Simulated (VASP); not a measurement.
Runs of VASP 6.6.1 on ZrZnN. The structure is that of space group P-6m2 (No. 187), or close to it. The cells are those of the table. 

```tsv
task	cell	k mesh	cutoff (eV)	gap on the mesh (eV)	pressure (GPa)	relaxed volume (Å³/atom)
relaxation of cell and atoms	relaxed from a = 3.581, b = 3.581, c = 4.735 Å, angles 90.0, 90.0, 120.0°, 3 atoms	12 × 12 × 10	600	none	0.0	17.51
relaxation of cell and atoms	relaxed from a = 3.565, b = 3.565, c = 3.560 Å, angles 90.0, 90.0, 120.0°, 3 atoms	6 × 6 × 6	600	none	0.0	17.28
single point	a = 3.565, b = 3.565, c = 3.560 Å, angles 90.0, 90.0, 120.0°, 3 atoms	6 × 6 × 6	520	none	(a)	-
single point	a = 3.583, b = 3.583, c = 4.724 Å, angles 90.0, 90.0, 120.0°, 3 atoms	12 × 12 × 10	520	none	0.2	-
single point	a = 3.581, b = 3.581, c = 4.735 Å, angles 90.0, 90.0, 120.0°, 3 atoms	6 × 6 × 6	520	none	0.2	-
```

Alike in all rows: level PBE; potentials or basis VASP PAW PBE potentials, release 64 (Zr_sv, Zn, N); no spin polarisation; smearing gaussian 0.1 eV.

Task: Fill in the values left out.

Result: (a) 29.1.

Caveats: the volume moved by over 15 % at a fixed basis, so the end points are rough (some runs).

A k mesh can miss the band edges, and the runs leave out spin-orbit coupling on Zr.

A gap of «none» marks levels without a gap at the run's occupations.
